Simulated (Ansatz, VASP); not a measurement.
## ZnS: VASP beside Ansatz

```
Zn S
1.0
     3.80049    0.00000    0.00000
    -1.90024    3.29132    0.00000
     0.00000    0.00000    6.24001
Zn S
2 2
Cartesian
  0.0000 2.1942 0.0337
  1.9002 1.0971 3.1537
  0.0000 2.1942 2.3687
  1.9002 1.0971 5.4887
```

Alike in both runs: functional PBEsol; k mesh 8 × 8 × 4; no spin polarisation.

Ansatz relaxed the structure, and its values are those at the end. VASP's run is a single point on that final structure, the one shown.

|  | VASP | Ansatz |
| --- | --- | --- |
| version | VASP 6.6.1 | Ansatz 0.2.0 |
| potentials or method | VASP PAW PBE potentials, release 64 (Zn, S), cutoff 520 eV | all-electron LAPW, scalar-relativistic |
| occupations | gaussian, width 0.01 eV | fixed |

VASP gave:

* gap on the k mesh at the Fermi level (eV): 2.09
* pressure (GPa): -0.9

**Question.** What did Ansatz give for the same quantities?

**Answer.** gap on the k mesh at the Fermi level (eV): 2.09; pressure (GPa): -1.1.

VASP's potentials were made for PBE, not for PBEsol. Ansatz ran all-electron here, and VASP with PAW potentials.
